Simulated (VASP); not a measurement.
# Mo2P2O7 (C2/m) in VASP: notebook

Mo2P2O7 is run at these levels: PBEsol; tasks: single point, relaxation of cell and atoms.

Program: VASP 6.6.1. These are calculated values, not measurements. Logs are shortened: lines on timing, memory, paths and dates and some standing lists are left out, and cuts for length are marked.

## Step 1: The cell of the first run

Symmetry: C2/m, No. 12, monoclinic system. The conventional cell has a = 6.692 Å, b = 7.723 Å, c = 4.235 Å, α = 90.00°, β = 92.53°, γ = 90.00°. Within 2.1 Å of O (site symmetry 2/m) lie 2 P at 1.54 Å. O (site symmetry 1) has 1 P at 1.53 Å within 2.0 Å. Within 2.0 Å of O (site symmetry m) lie 1 P at 1.52 Å. Within 2.7 Å of Mo (site symmetry 2) lie 6 O at 2.04 to 2.14 Å and 1 Mo at 2.44 Å. P (site symmetry m) has 4 O at 1.52 to 1.54 Å within 2.0 Å.

## Step 2: Single point, PBEsol

Input file INCAR:

```
PREC = Accurate ; ENCUT = 520
EDIFF = 1E-7 ; ISMEAR = -1
SIGMA = 0.1 ; LREAL = F
LASPH = T ; NELM = 100
ALGO = Normal ; ISIF = 2
LWAVE = F ; LCHARG = T
GGA = PS ; LELF = T
LVHAR = T ; NBANDS = 51
```

Input file KPOINTS:

```
Automatic mesh
0
Gamma
  4 4 4
```

Input file POSCAR:

```
Mo2P2O7
1.0
    3.3265857499      3.8613628178      0.3592988469
    3.3265857499     -3.8613628178      0.3592988469
    0.6404026016      0.0000000000     -4.1863098977
O Mo P
7 2 2
Direct
    0.0000000000      0.0000000000      0.0000000000
    0.3880097067      0.0456654276      0.2855598614
    0.9543345724      0.6119902933      0.7144401386
    0.6119902933      0.9543345724      0.7144401386
    0.0456654276      0.3880097067      0.2855598614
    0.3249659356      0.3249659356      0.7808492187
    0.6750340644      0.6750340644      0.2191507813
    0.3422016921      0.6577983079      0.5000000000
    0.6577983079      0.3422016921      0.5000000000
    0.2178008290      0.2178008290      0.1048869326
    0.7821991710      0.7821991710      0.8951130674
```

Potentials or basis: VASP PAW PBE potentials, release 64 (O, Mo_sv, P).

Launch:

```bash
cat potpaw_PBE.64/O/POTCAR potpaw_PBE.64/Mo_sv/POTCAR potpaw_PBE.64/P/POTCAR > POTCAR
mpirun -np 1 vasp_std > vasp.out
```

OUTCAR:

```text
PREC = Accurate
   ENCUT = 520
   EDIFF = 1E-7
   ISMEAR = -1
   LREAL = F
   LASPH = T
   NELM = 100
   ISIF = 2
   GGA = PS

 ion  position               nearest neighbor table
   1  0.000  0.000  0.000-  10 1.54  11 1.54
   2  0.388  0.046  0.286-  10 1.53   8 2.14   9 2.14
   3  0.954  0.612  0.714-  11 1.53   8 2.14   9 2.14
   4  0.612  0.954  0.714-  11 1.53   9 2.14   8 2.14
   5  0.046  0.388  0.286-  10 1.53   9 2.14   8 2.14
   6  0.325  0.325  0.781-  10 1.52   9 2.04   8 2.04
   7  0.675  0.675  0.219-  11 1.52   9 2.04   8 2.04
   8  0.342  0.658  0.500-   6 2.04   7 2.04   2 2.14   3 2.14   4 2.14   5 2.14   9 2.44  10 2.85
                            11 2.85
   9  0.658  0.342  0.500-   6 2.04   7 2.04   4 2.14   5 2.14   2 2.14   3 2.14   8 2.44  10 2.85
                            11 2.85
  10  0.218  0.218  0.105-   6 1.52   5 1.53   2 1.53   1 1.54   8 2.85   9 2.85
  11  0.782  0.782  0.895-   7 1.52   4 1.53   3 1.53   1 1.54   8 2.85   9 2.85

  LATTYP: Found a base centered monoclinic cell.
 ALAT       =     6.6918662308
 B/A-ratio  =     1.1540466245
 C/A-ratio  =     0.6328592687
 COS(beta)  =    -0.0441930312

  Lattice vectors:

 A1 = (  -3.3265857499,  -3.8613628178,  -0.3592988469)
 A2 = (  -3.3265857499,   3.8613628178,  -0.3592988469)
 A3 = (   0.6404026016,   0.0000000000,  -4.1863098977)

Analysis of symmetry for initial positions (statically):
=====================================================================
 Subroutine PRICEL returns:
 Original cell was already a primitive cell.

 Routine SETGRP: Setting up the symmetry group for a
 base centered monoclinic supercell.

 Subroutine GETGRP returns: Found  4 space group operations
 (whereof  4 operations were pure point group operations)
 out of a pool of  4 trial point group operations.

The static configuration has the point symmetry C_2h.

Analysis of symmetry for dynamics (positions and initial velocities):
=====================================================================
 Subroutine PRICEL returns:
 Original cell was already a primitive cell.

 Routine SETGRP: Setting up the symmetry group for a
 base centered monoclinic supercell.

 Subroutine GETGRP returns: Found  4 space group operations
 (whereof  4 operations were pure point group operations)
 out of a pool of  4 trial point group operations.

The dynamic configuration has the point symmetry C_2h.
[... 123 lines left out ...]
   ISYM   =      2    0-nonsym 1-usesym 2-fastsym
   POTIM  = 0.5000    time-step for ionic-motion
   TEBEG  =    0.0;   TEEND  =   0.0 temperature during run
   PSTRESS=    0.0 pullay stress
   NELECT =      80.0000    total number of electrons
   NUPDOWN=      -1.0000    fix difference up-down
   EMIN   =  10.00;   EMAX   =-10.00  energy-range for DOS
   EFERMI =   0.00;   METHOD = LEGACY
   ISMEAR =    -1;   SIGMA  =   0.10  broadening in eV -4-tet -1-fermi 0-gaus
   EFERMI_NEDOS =   21; number of points for ismear=-14 and -15
   IALGO  =     38    algorithm
   IMIX   =      4    mixing-type and parameters
     AMIX     =   0.40;   BMIX     =  1.00
     AMIX_MAG =   1.60;   BMIX_MAG =  1.00
  volume/ion in A,a.u.               =       9.94        67.07
  Fermi-wavevector in a.u.,A,eV,Ry     =   1.475250  2.787818 29.611204  2.176362
  Thomas-Fermi vector in A             =   2.589922
   LORBIT       =      0    0 simple, 1 ext, 2 COOP (PROOUT), +10 PAW based schemes
   GGA     = PS    functional components
   LHFCALC =     F    Hartree Fock is set to
   AEXX    =    0.0000 exact exchange contribution
   IVDW    =     0    specifies the selected vdW correction
   LEPSILON=     F    determine dielectric tensor
   LRPA    =     F    only Hartree local field effects (RPA)
 non-spin polarized calculation
  energy-cutoff  :      520.00
  volume of cell :      109.32
 maximum number of plane-waves:      2959
 NGX is ok and might be reduce to    40
   NGX = 19   NGY = 19   NGZ = 15

 number of electron      80.0000009 magnetization

 Free energy of the ion-electron system (eV)
  ---------------------------------------------------
  ext. energy  EPLUGINS =         0.00000000
  ---------------------------------------------------
  free energy    TOTEN  =       -88.07385578 eV

  energy without entropy =      -87.99517012  energy(sigma->0) =      -88.03451295

 E-fermi :   9.7788     XC(G=0): -12.0222

 val. band max:        9.7108679053   @ k =   0.5000  -0.0000   0.5000
 cond. band min:       9.8960914336   @ k =   0.5000  -0.0000   0.5000
 fundamental gap:      0.1852235283
 Fermi energy:         9.7788072379

 k-point     1 :       0.0000    0.0000    0.0000
  band No.  band energies     occupation
      1     -52.4449      2.00000
      2     -52.2353      2.00000
      3     -27.5084      2.00000
      4     -26.7660      2.00000
      5     -26.6356      2.00000
      6     -26.3387      2.00000
[... 1285 lines left out ...]
     50      15.4537      0.00000
     51      15.8728      0.00000

------------------------ aborting loop because EDIFF is reached ----------------------------------------

  FORCE on cell =-STRESS in cart. coord.  units (eV):
  Direction    XX          YY          ZZ          XY          YZ          ZX
  --------------------------------------------------------------------------------------
  -------------------------------------------------------------------------------------
  Total       13.3908670     13.9076549     13.6011759      0.0000000      0.0000000      0.0540062
  in kB      196.2463246    203.8199724    199.3284505      0.0000000      0.0000000      0.7914741
  external PRESSURE =     199.7982492 kB  Pullay stress =       0.0000000 kB

 VOLUME and BASIS-vectors are now :
 -----------------------------------------------------------------------------
  energy-cutoff  :      520.00
  volume of cell :      109.32
      direct lattice vectors                 reciprocal lattice vectors
     3.326585750  3.861362818  0.359298847     0.147861203  0.129487962  0.022619133
     3.326585750 -3.861362818  0.359298847     0.147861203 -0.129487962  0.022619133
     0.640402602  0.000000000 -4.186309898     0.025380997  0.000000000 -0.234991190

 POSITION                                       TOTAL-FORCE (eV/Angst)
 -----------------------------------------------------------------------------------
      0.00000      0.00000      0.00000         0.000000      0.000000      0.000000
      1.62553      1.32192     -1.03962        -0.027679      0.025596     -0.016839
      5.66804      1.32192     -2.42809         0.027679      0.025596      0.016839
      5.66804     -1.32192     -2.42809         0.027679     -0.025596      0.016839
      1.62553     -1.32192     -1.03962        -0.027679     -0.025596     -0.016839
      2.66211      0.00000     -3.03536        -0.016374      0.000000     -0.030411
      4.63146      0.00000     -0.43236         0.016374      0.000000      0.030411
      3.64679     -1.21863     -1.73386         0.000000     -0.087992      0.000000
      3.64679      1.21863     -1.73386         0.000000      0.087992      0.000000
      1.51624      0.00000     -0.28258        -0.065993      0.000000      0.068503
      5.77734      0.00000     -3.18513         0.065993      0.000000     -0.068503
 -----------------------------------------------------------------------------------
    total drift:                               -0.000000     -0.000000      0.000000

  FREE ENERGIE OF THE ION-ELECTRON SYSTEM (eV)
  ---------------------------------------------------
  free  energy   TOTEN  =       -88.0738557819 eV

  energy  without entropy=      -87.9951701247  energy(sigma->0) =      -88.03451295
```

stdout:

```text
POSCAR found type information on POSCAR O MoP
 POSCAR found :  3 types and      11 ions
 scaLAPACK will be used
 -----------------------------------------------------------------------------
|                                                                             |
|                                                                             |
|     You enforced a specific xc type in the INCAR file but a different       |
|     I HOPE YOU KNOW WHAT YOU ARE DOING!                                     |
|                                                                             |
 -----------------------------------------------------------------------------

 LDA part: xc-table for (Slater+PW92), standard interpolation
 POSCAR, INCAR and KPOINTS ok, starting setup
 FFT: planning ... GRIDC
 FFT: planning ... GRID_SOFT
 FFT: planning ... GRID
 WAVECAR not read
 entering main loop
```

Run time: 74 s. Hardware: 1 thread of Intel Xeon Platinum 8559C (Emerald Rapids), shared host; peak memory 0.26 GiB.

What came out:

```
Free energy            : -88.0739 eV
Pressure               : 20.0 GPa
Largest force          : 0.095 eV/Å
Band gap on the k mesh : 0.19 eV, direct
```

Forces in eV/Å, atoms in the order of the input:
```
O    0.000  0.000  0.000
O   -0.028  0.026 -0.017
O    0.028  0.026  0.017
O    0.028 -0.026  0.017
O   -0.028 -0.026 -0.017
O   -0.016  0.000 -0.030
O    0.016  0.000  0.030
Mo   0.000 -0.088  0.000
Mo   0.000  0.088  0.000
P   -0.066  0.000  0.069
P    0.066  0.000 -0.069
```

Levels at points of the mesh, in eV from the valence-band top:
```csv
k point,band 38,band 39,band 40,band 41,band 42,band 43
"(0.00, 0.00, 0.00)",-2.79,-1.00,-0.75,0.45,1.24,1.28
"(0.50, 0.00, 0.00)",-2.71,-0.81,-0.47,0.37,1.16,1.26
"(0.50, 0.50, 0.00)",-2.42,-0.60,-0.47,0.40,0.85,1.24
"(0.00, 0.00, 0.50)",-1.93,-0.33,-0.23,0.38,1.21,1.37
"(0.50, 0.00, 0.50)",-1.88,-1.02,0.00,0.19,1.26,1.35
"(0.50, 0.50, 0.50)",-2.31,-1.19,-0.06,0.42,0.76,1.33
```

Caveat: the PAW data sets were made with another functional, which shifts forces and pressure a little.

## Step 3: Relaxation of cell and atoms, PBEsol, target pressure 20 GPa, at which the enthalpy is minimised

This run uses another cell than the first one, of 10.37 Å³/atom, 1.044 times its volume.

Input file INCAR:

```
PREC = Accurate
ENCUT = 600
EDIFF = 1E-7
ISMEAR = -1
SIGMA = 0.1
LREAL = F
LASPH = T
NELM = 100
ALGO = Normal
ISIF = 3
LWAVE = F
LCHARG = F
GGA = PS
IBRION = 2
NSW = 100
EDIFFG = -0.03
PSTRESS = 200.0
```

Input file KPOINTS:

```
regular mesh
0
Gamma
  4 4 4
```

Input file POSCAR:

```
Mo2P2O7
1.0
    3.2132347500      4.0994734000      0.0000000000
    3.2132347500     -4.0994734000      0.0000000000
    1.0864395100      0.0000000000     -4.3316874300
O Mo P
7 2 2
Direct
    0.0000000000      0.0000000000      0.0000000000
    0.3880000000      0.0780000000      0.2900000000
    0.9220000000      0.6120000000      0.7100000000
    0.6120000000      0.9220000000      0.7100000000
    0.0780000000      0.3880000000      0.2900000000
    0.4050000000      0.4050000000      0.7780000000
    0.5950000000      0.5950000000      0.2220000000
    0.3060000000      0.6940000000      0.5000000000
    0.6940000000      0.3060000000      0.5000000000
    0.2170000000      0.2170000000      0.1050000000
    0.7830000000      0.7830000000      0.8950000000
```

Potentials or basis: VASP PAW PBE potentials, release 64 (O, Mo_sv, P).

Launch:

```bash
cat potpaw_PBE.64/O/POTCAR potpaw_PBE.64/Mo_sv/POTCAR potpaw_PBE.64/P/POTCAR > POTCAR
mpirun -np 1 vasp_std > vasp.out
```

Run time: 48 min. Hardware: 1 thread of Intel Xeon Platinum 8559C (Emerald Rapids), shared host; peak memory 0.33 GiB.

Results (log left out):

```
Free energy                                            : -88.1017 eV
Relaxed volume                                         : 9.93 Å³/atom
Relaxed cell                                           : a = 5.109 Å, b = 5.109 Å, c = 4.231 Å, α = 88.40°, β = 88.40°, γ = 98.33°
Space group after relaxing (to 0.05 Å)                 : C2/m (No. 12)
Energy change on relaxing (the enthalpy is what falls) : -336.4 meV/atom
Ionic steps                                            : 46
Pressure after relaxing                                : 20.0 GPa
Largest force after relaxing                           : 0.025 eV/Å
Band gap on the k mesh                                 : 0.17 eV, direct
```

Forces on the atoms (eV/Å):
```
O    0.000  0.000  0.000
O    0.001 -0.001  0.005
O   -0.001 -0.001 -0.005
O   -0.001  0.001 -0.005
O    0.001  0.001  0.005
O   -0.002  0.000  0.018
O    0.002  0.000 -0.018
Mo   0.000 -0.004  0.000
Mo   0.000  0.004  0.000
P   -0.019  0.000  0.015
P    0.019  0.000 -0.015
```

Stress tensor (GPa, compression positive):
```
20.00  0.00 -0.11
 0.00 20.08  0.00
-0.11  0.00 20.00
```

Step by step:
| step | energy change (eV) | largest force (eV/Å) | pressure (GPa) | volume (Å³) |
| --- | --- | --- | --- | --- |
| 1 | 0.0000 | 4.3777 | 19.47 | 114.12 |
| 3 | -1.1775 | 2.6785 | 20.53 | 113.81 |
| 5 | -1.6949 | 1.7189 | 24.23 | 113.87 |
| 7 | -2.9299 | 3.1012 | 11.25 | 118.68 |
| 9 | -3.7443 | 1.6177 | 7.97 | 119.95 |
| 11 | -3.7911 | 0.9699 | 11.34 | 118.38 |
| 13 | -3.5534 | 1.2681 | 21.17 | 113.51 |
| 15 | -3.4480 | 0.7566 | 23.80 | 110.04 |
| 17 | -3.6268 | 0.5551 | 20.40 | 110.57 |
| 19 | -3.7529 | 0.5319 | 19.06 | 111.03 |
| 21 | -3.7517 | 0.4997 | 19.86 | 110.69 |
| 23 | -3.7198 | 0.6963 | 20.93 | 110.16 |
| 25 | -3.6531 | 1.2348 | 20.89 | 109.44 |
| 27 | -3.7361 | 0.4085 | 20.14 | 109.85 |
| 29 | -3.7593 | 0.3971 | 19.05 | 109.84 |
| 31 | -3.7020 | 0.1557 | 20.39 | 109.24 |
| 33 | -3.7201 | 0.0799 | 20.12 | 109.36 |
| 35 | -3.7372 | 0.0701 | 19.78 | 109.49 |
| 37 | -3.7328 | 0.0367 | 19.77 | 109.45 |
| 39 | -3.7133 | 0.0447 | 20.07 | 109.29 |
| 41 | -3.7058 | 0.0330 | 20.12 | 109.23 |
| 43 | -3.7015 | 0.0431 | 20.03 | 109.19 |
| 45 | -3.7006 | 0.0411 | 20.01 | 109.18 |
| 46 | -3.7003 | 0.0248 | 20.03 | 109.18 |

Final structure:
```
O Mo P
1.0
     3.32290    3.86558    0.34625
     3.32290   -3.86558    0.34625
     0.61723    0.00000   -4.18556
O Mo P
7 2 2
Cartesian
  3.3229 -3.8656 0.3463
  1.6123 1.3235 -1.0480
  5.6507 1.3235 -2.4451
  5.6507 -1.3235 -2.4451
  1.6123 -1.3235 -1.0480
  2.6449 0.0000 -3.0471
  4.6181 0.0000 -0.4460
  3.6315 -1.2208 -1.7465
  3.6315 1.2208 -1.7465
  1.5128 0.0000 -0.2909
  5.7503 0.0000 -3.2022
```

Levels at points of the mesh, in eV from the valence-band top:
```tsv
k point	band 36	band 37	band 38	band 39	band 40	band 41	band 42	band 43	band 44	band 45
(0.00, 0.00, 0.00)	-4.63	-2.97	-2.80	-1.01	-0.74	0.44	1.22	1.28	1.80	1.85
(0.50, 0.00, 0.00)	-4.70	-2.75	-2.72	-0.82	-0.47	0.35	1.16	1.26	1.41	2.54
(0.50, 0.50, 0.00)	-4.94	-2.96	-2.43	-0.60	-0.48	0.38	0.84	1.23	2.40	2.41
(0.00, 0.00, 0.50)	-4.78	-2.75	-1.93	-0.34	-0.24	0.37	1.23	1.36	2.06	2.52
(0.50, 0.00, 0.50)	-4.96	-2.76	-1.87	-1.04	0.00	0.17	1.25	1.34	1.85	1.98
(0.50, 0.50, 0.50)	-4.56	-2.95	-2.30	-1.21	-0.07	0.41	0.77	1.33	1.46	1.69
```

Caveat: the cell is relaxed towards a set pressure, so the enthalpy falls and the energy may rise; the PAW data sets were made with another functional, which shifts forces and pressure a little. A k mesh can miss the band edges.
